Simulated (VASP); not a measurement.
# GeSbTe3 (R3m) in VASP: single point with PBE

Aim: the single point of GeSbTe3 with PBE.

Everything below comes from runs of VASP 6.6.1. Logs are shortened: lines on timing, memory, paths and dates and some standing lists are left out, and cuts for length are marked.

## (1) The cell of the first run

Symmetry: R3m, No. 160, trigonal system. Conventional cell: a = 4.030 Å, b = 4.030 Å, c = 30.266 Å, α = 90.00°, β = 90.00°, γ = 120.00°. Ge (site symmetry 3m) has 6 Te at 2.75 to 3.07 Å within 3.6 Å. Within 4.1 Å of Sb (site symmetry 3m) lie 6 Te at 2.93 to 3.01 Å and 6 Sb at 4.03 Å. Within 4.4 Å of Te (site symmetry 3m) lie 3 Sb at 3.01 Å and 3 Ge at 3.07 Å and 12 Te at 4.03 to 4.35 Å. Te (site symmetry 3m) has 3 Sb at 2.93 Å and 9 Te at 3.76 to 4.03 Å within 4.1 Å. Te (site symmetry 3m) has 3 Ge at 2.75 Å within 3.6 Å.

## (2) Single point, PBE (strain -0.030 along x and y, -0.030 along z)

INCAR

```
  PREC = Accurate
  ENCUT = 500
  EDIFF = 1E-6
  ISMEAR = 0
  SIGMA = 0.15
  LREAL = F
  LASPH = T
  NELM = 120
  ALGO = Normal
  ISIF = 2
  LWAVE = F
  LCHARG = F
  GGA = PE
  NBANDS = 26
  GGA_COMPAT = F
```

KPOINTS

```
regular mesh
0
Gamma
  12 12 12
```

POSCAR

```
GeSbTe3
1.0
    2.0151405988      1.1634419671     10.0885491663
   -2.0151405988      1.1634419671     10.0885491663
    0.0000000000     -2.3268839343     10.0885491663
Ge Sb Te
1 1 3
Direct
    0.5998296922      0.5998296922      0.5998296922
    0.3954376019      0.3954376019      0.3954376019
    0.9991310257      0.9991310257      0.9991310257
    0.7874280286      0.7874280286      0.7874280286
    0.2181746516      0.2181746516      0.2181746516
```

Potentials or basis: VASP PAW PBE potentials, release 64 (Ge_d, Sb, Te).

Command:

```console
$ cat potpaw_PBE.64/Ge_d/POTCAR potpaw_PBE.64/Sb/POTCAR potpaw_PBE.64/Te/POTCAR > POTCAR
$ mpirun -np 1 vasp_std > vasp.out
```

OUTCAR:

```text
PREC = Accurate
   ENCUT = 500
   EDIFF = 1E-6
   ISMEAR = 0
   LREAL = F
   LASPH = T
   NELM = 120
   ISIF = 2
   GGA = PE

 ion  position               nearest neighbor table
   1  0.600  0.600  0.600-   5 2.75   5 2.75   5 2.75   3 3.07   3 3.07   3 3.07
   2  0.395  0.395  0.395-   4 2.93   4 2.93   4 2.93   3 3.01   3 3.01   3 3.01
   3  0.999  0.999  0.999-   2 3.01   2 3.01   2 3.01   1 3.07   1 3.07   1 3.07
   4  0.787  0.787  0.787-   2 2.93   2 2.93   2 2.93
   5  0.218  0.218  0.218-   1 2.75   1 2.75   1 2.75

  LATTYP: Found a trigonal (rhomboedric) cell.
 ALAT       =    10.3534155294
 COS(alpha) =     0.9242341653

  Lattice vectors:

 A1 = (   2.0151405988,   1.1634419671,  10.0885491663)
 A2 = (  -2.0151405988,   1.1634419671,  10.0885491663)
 A3 = (   0.0000000000,  -2.3268839343,  10.0885491663)

Analysis of symmetry for initial positions (statically):
=====================================================================
 Subroutine PRICEL returns:
 Original cell was already a primitive cell.

 Routine SETGRP: Setting up the symmetry group for a
 trigonal (rhombohedral) supercell.

 Subroutine GETGRP returns: Found  6 space group operations
 (whereof  6 operations were pure point group operations)
 out of a pool of 12 trial point group operations.

The static configuration has the point symmetry C_3v.

Analysis of symmetry for dynamics (positions and initial velocities):
=====================================================================
 Subroutine PRICEL returns:
 Original cell was already a primitive cell.

 Routine SETGRP: Setting up the symmetry group for a
 trigonal (rhombohedral) supercell.

 Subroutine GETGRP returns: Found  6 space group operations
 (whereof  6 operations were pure point group operations)
 out of a pool of 12 trial point group operations.

The dynamic configuration has the point symmetry C_3v.

 Subroutine INISYM returns: Found  6 space group operations
 (whereof  6 operations are pure point group operations),
 and found     1 'primitive' translations

----------------------------------------------------------------------------------------

                                     Primitive cell

  volume of cell :     141.9156

  direct lattice vectors                    reciprocal lattice vectors
     2.015140599  1.163441967 10.088549166     0.248121645  0.143253098  0.033040760
    -2.015140599  1.163441967 10.088549166    -0.248121645  0.143253098  0.033040760
     0.000000000 -2.326883934 10.088549166     0.000000000 -0.286506197  0.033040760

  length of vectors
    10.353415529 10.353415529 10.353415529     0.288405084  0.288405084  0.288405084

  position of ions in fractional coordinates (direct lattice)
     0.599829692  0.599829692  0.599829692
     0.395437602  0.395437602  0.395437602
     0.999131026  0.999131026  0.999131026
     0.787428029  0.787428029  0.787428029
     0.218174652  0.218174652  0.218174652

  ion indices of the primitive-cell ions
   primitive index   ion index
                 1           1
                 2           2
                 3           3
                 4           4
                 5           5

----------------------------------------------------------------------------------------

 KPOINTS: regular mesh

Automatic generation of k-mesh.
 Grid dimensions read from file:
 generate k-points for:   12   12   12

 Generating k-lattice:

  Cartesian coordinates                     Fractional coordinates (reciprocal lattice)
     0.020676804  0.011937758  0.002753397     0.083333333  0.000000000  0.000000000
    -0.020676804  0.011937758  0.002753397     0.000000000  0.083333333  0.000000000
     0.000000000 -0.023875516  0.002753397    -0.000000000 -0.000000000  0.083333333

  Length of vectors
     0.024033757  0.024033757  0.024033757

  Shift w.r.t. Gamma in fractional coordinates (k-lattice)
     0.000000000  0.000000000  0.000000000

 Subroutine IBZKPT returns following result:
 ===========================================

 Found    189 irreducible k-points:

 Following reciprocal coordinates:
            Coordinates               Weight
  0.000000  0.000000  0.000000      1.000000
  0.083333 -0.000000 -0.000000      6.000000
  0.166667  0.000000 -0.000000      6.000000
  0.250000 -0.000000 -0.000000      6.000000
  0.333333 -0.000000 -0.000000      6.000000
  0.416667  0.000000 -0.000000      6.000000
[... 16 lines left out ...]
  0.500000  0.166667 -0.000000     12.000000
 -0.416667  0.166667  0.000000     12.000000
 [... further k-points ...]
   k-points           NKPTS =    189   k-points in BZ     NKDIM =    189   number of bands    NBANDS=     26
   number of dos      NEDOS =    301   number of ions     NIONS =      5
   total plane-waves  NPLWV = 512000
   dimension x,y,z NGX =    80 NGY =   80 NGZ =   80
   dimension x,y,z NGXF=   160 NGYF=  160 NGZF=  160
   ions per type =               1   1   3
   NGX,Y,Z   is equivalent  to a cutoff of  12.85, 12.85, 12.85 a.u.
   NGXF,Y,Z  is equivalent  to a cutoff of  25.69, 25.69, 25.69 a.u.
 SYSTEM =  unknown system
   PREC   = accura    normal or accurate (medium, high low for compatibility)
   ISTART =      0    job   : 0-new  1-cont  2-samecut
   ICHARG =      2    charge: 1-file 2-atom 10-const
   ISPIN  =      1    spin polarized calculation?
   LNONCOLLINEAR =      F non collinear calculations
   LSORBIT =      F    spin-orbit coupling
   LASPH  =      T    aspherical Exc in radial PAW
   ENCUT  =  500.0 eV  36.75 Ry    6.06 a.u.  18.88 18.88 18.88*2*pi/ulx,y,z
   NELM   =    120;   NELMIN=  2; NELMDL= -5     # of ELM steps
   EDIFF  = 0.1E-05   stopping-criterion for ELM
   LREAL  =      F    real-space projection
   EDIFFG = 0.1E-04   stopping-criterion for IOM
   NSW    =      0    number of steps for IOM
   IBRION =     -1    ionic relax: 0-MD 1-quasi-New 2-CG
   NFREE  =      0    steps in history (QN), initial steepest desc. (CG)
   ISIF   =      2    stress and relaxation
   ISYM   =      2    0-nonsym 1-usesym 2-fastsym
   POTIM  = 0.5000    time-step for ionic-motion
   TEBEG  =    0.0;   TEEND  =   0.0 temperature during run
   PSTRESS=    0.0 pullay stress
   NELECT =      37.0000    total number of electrons
   NUPDOWN=      -1.0000    fix difference up-down
   EMIN   =  10.00;   EMAX   =-10.00  energy-range for DOS
   EFERMI =   0.00;   METHOD = LEGACY
   ISMEAR =     0;   SIGMA  =   0.15  broadening in eV -4-tet -1-fermi 0-gaus
   EFERMI_NEDOS =   21; number of points for ismear=-14 and -15
   IALGO  =     38    algorithm
   IMIX   =      4    mixing-type and parameters
     AMIX     =   0.40;   BMIX     =  1.00
     AMIX_MAG =   1.60;   BMIX_MAG =  1.00
  volume/ion in A,a.u.               =      28.38       191.54
  Fermi-wavevector in a.u.,A,eV,Ry     =   1.045840  1.976352 14.881808  1.093782
  Thomas-Fermi vector in A             =   2.180653
   LORBIT       =      0    0 simple, 1 ext, 2 COOP (PROOUT), +10 PAW based schemes
   GGA     = PE    functional components
   LHFCALC =     F    Hartree Fock is set to
   AEXX    =    0.0000 exact exchange contribution
   IVDW    =     0    specifies the selected vdW correction
   LEPSILON=     F    determine dielectric tensor
   LRPA    =     F    only Hartree local field effects (RPA)
 non-spin polarized calculation
 Gauss-broadening in eV      SIGMA  =   0.15
  energy-cutoff  :      500.00
  volume of cell :      141.92
 maximum number of plane-waves:      3654
 NGX is ok and might be reduce to    80
   NGX = 37   NGY = 37   NGZ = 37

 number of electron      36.9999994 magnetization

 Free energy of the ion-electron system (eV)
  ---------------------------------------------------
  ext. energy  EPLUGINS =         0.00000000
  ---------------------------------------------------
  free energy    TOTEN  =       -18.23710792 eV

  energy without entropy =      -18.21374153  energy(sigma->0) =      -18.22542472

 E-fermi :   6.7538     XC(G=0):  -9.7161

 val. band max:        6.7504795321   @ k =   0.4167   0.2500   0.0833
 cond. band min:       6.7600486120   @ k =  -0.2500  -0.4167   0.0833
 fundamental gap:      0.0095690799
 Fermi energy:         6.7538469054

 k-point     1 :       0.0000    0.0000    0.0000
  band No.  band energies     occupation
      1     -17.8658      2.00000
      2     -17.8658      2.00000
      3     -17.8590      2.00000
      4     -17.8514      2.00000
      5     -17.8514      2.00000
      6      -6.7695      2.00000
[... 18 lines left out ...]
     25       9.6941      0.00000
     26      11.5336      0.00000

 k-point     2 :       0.0833   -0.0000   -0.0000
  band No.  band energies     occupation
      1     -17.8662      2.00000
      2     -17.8657      2.00000
      3     -17.8587      2.00000
      4     -17.8514      2.00000
      5     -17.8511      2.00000
      6      -6.6943      2.00000
[... 18 lines left out ...]
     25      10.0756      0.00000
     26      11.6464      0.00000

 k-point     3 :       0.1667    0.0000   -0.0000
  band No.  band energies     occupation
      1     -17.8673      2.00000
      2     -17.8656      2.00000
      3     -17.8582      2.00000
      4     -17.8515      2.00000
      5     -17.8505      2.00000
      6      -6.4707      2.00000
[... 18 lines left out ...]
     25      10.8288      0.00000
     26      11.2978      0.00000

 k-point     4 :       0.2500   -0.0000   -0.0000
  band No.  band energies     occupation
      1     -17.8687      2.00000
      2     -17.8654      2.00000
      3     -17.8575      2.00000
      4     -17.8516      2.00000
      5     -17.8495      2.00000
      6      -6.1063      2.00000
[... 18 lines left out ...]
     25      10.9307      0.00000
     26      11.8256      0.00000

 k-point     5 :       0.3333   -0.0000   -0.0000
  band No.  band energies     occupation
      1     -17.8701      2.00000
      2     -17.8653      2.00000
      3     -17.8570      2.00000
      4     -17.8515      2.00000
      5     -17.8484      2.00000
      6      -5.6186      2.00000
[... 18 lines left out ...]
     25      10.9755      0.00000
     26      11.8756      0.00000

 k-point     6 :       0.4167    0.0000   -0.0000
  band No.  band energies     occupation
      1     -17.8712      2.00000
      2     -17.8652      2.00000
      3     -17.8567      2.00000
      4     -17.8514      2.00000
      5     -17.8476      2.00000
      6      -5.0503      2.00000
[... 427 lines left out ...]
 k-point    21 :       0.3333    0.1667   -0.0000
  band No.  band energies     occupation
      1     -17.8690      2.00000
      2     -17.8657      2.00000
      3     -17.8571      2.00000
      4     -17.8515      2.00000
      5     -17.8491      2.00000
      6      -5.8813      2.00000
[... 18 lines left out ...]
     25      11.3706      0.00000
     26      11.5238      0.00000

 k-point    22 :       0.4167    0.1667   -0.0000
  band No.  band energies     occupation
      1     -17.8700      2.00000
      2     -17.8659      2.00000
      3     -17.8566      2.00000
      4     -17.8514      2.00000
      5     -17.8485      2.00000
      6      -5.4028      2.00000
[... 18 lines left out ...]
     25      11.2370      0.00000
     26      12.0593      0.00000

 k-point    23 :       0.5000    0.1667   -0.0000
  band No.  band energies     occupation
      1     -17.8706      2.00000
      2     -17.8660      2.00000
      3     -17.8562      2.00000
      4     -17.8511      2.00000
      5     -17.8481      2.00000
      6      -4.8530      2.00000
[... 18 lines left out ...]
     25      11.2054      0.00000
     26      11.7548      0.00000

 k-point    24 :      -0.4167    0.1667    0.0000
  band No.  band energies     occupation
      1     -17.8709      2.00000
      2     -17.8661      2.00000
      3     -17.8561      2.00000
      4     -17.8509      2.00000
      5     -17.8480      2.00000
      6      -4.4297      2.00000
[... 18 lines left out ...]
     25      11.0934      0.00000
     26      11.4572      0.00000

 [... further k-points ...]
[... 5 lines left out ...]
  --------------------------------------------------------------------------------------
  -------------------------------------------------------------------------------------
  Total        4.5446159      4.5446159      4.9779466      0.0000000     -0.0000000      0.0000000
  in kB       51.3071296     51.3071296     56.1992829      0.0000000     -0.0000000      0.0000000
  external PRESSURE =      52.9378473 kB  Pullay stress =       0.0000000 kB

 VOLUME and BASIS-vectors are now :
 -----------------------------------------------------------------------------
  energy-cutoff  :      500.00
  volume of cell :      141.92
      direct lattice vectors                 reciprocal lattice vectors
     2.015140599  1.163441967 10.088549166     0.248121645  0.143253098  0.033040760
    -2.015140599  1.163441967 10.088549166    -0.248121645  0.143253098  0.033040760
     0.000000000 -2.326883934 10.088549166     0.000000000 -0.286506197  0.033040760

 POSITION                                       TOTAL-FORCE (eV/Angst)
 -----------------------------------------------------------------------------------
      0.00000     -0.00000     18.15423         0.000000     -0.000000      0.367064
      0.00000     -0.00000     11.96818         0.000000      0.000000     -0.198778
      0.00000     -0.00000     30.23935         0.000000      0.000000     -0.341195
      0.00000     -0.00000     23.83202         0.000000     -0.000000      0.726364
      0.00000     -0.00000      6.60320         0.000000      0.000000     -0.553456
 -----------------------------------------------------------------------------------
    total drift:                                0.000000      0.000000     -0.000005

  FREE ENERGIE OF THE ION-ELECTRON SYSTEM (eV)
  ---------------------------------------------------
  free  energy   TOTEN  =       -18.2371079180 eV

  energy  without entropy=      -18.2137415267  energy(sigma->0) =      -18.22542472
```

Wall time 55 min (1 thread of Intel Xeon Platinum 8259CL at 2.50GHz (Skylake/Cascade Lake), shared host); peak memory 1.4 GiB.

Results:

```
Free energy            : -18.2371 eV
Pressure               : 5.3 GPa
Largest force          : 0.726 eV/Å
Band gap on the k mesh : zero (an odd number of electrons rules out a gap without spin polarisation)
```

Forces on the atoms (eV/Å):
```
Ge   0.000  0.000  0.367
Sb   0.000  0.000 -0.199
Te   0.000  0.000 -0.341
Te   0.000  0.000  0.726
Te   0.000  0.000 -0.553
```

Caveat: the cell differs from its parent crystal (strain -0.030 along x and y, -0.030 along z); the cell stands under pressure; spin-orbit coupling is left out, which moves the levels of the heavy elements.
